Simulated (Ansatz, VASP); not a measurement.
# One calculation of Ag, two programs

```
Ag
1.0
     0.00000    2.01514    2.01514
     2.01514    0.00000    2.01514
     2.01514    2.01514    0.00000
Ag
1
Direct
  0.00000 0.00000 0.00000
```

Alike in both runs: task single point; functional r2SCAN; k mesh 11 × 11 × 11; occupations fermi-dirac, width 0.05 eV; no spin polarisation.

|  | VASP | Ansatz |
| --- | --- | --- |
| version | VASP 6.6.1 | Ansatz 0.2.0 |
| potentials or method | VASP PAW PBE potentials, release 64 (Ag) | Ansatz PAW |
| plane-wave cutoff (eV) | 520 | 500 |
| valence electrons in the cell | 11 | 19 |

```csv
,VASP,Ansatz,Ansatz less VASP
gap on the k mesh at the Fermi level (eV),none,none,-
pressure (GPa),6.5,6.2,-0.24
```

VASP's potentials were made for PBE, not for r2SCAN. A gap of «none» marks a metal or a gap that the smearing closes. VASP's potentials hold 11 valence electrons a cell and Ansatz's 19, so a difference there can come from the potentials and not from the codes.
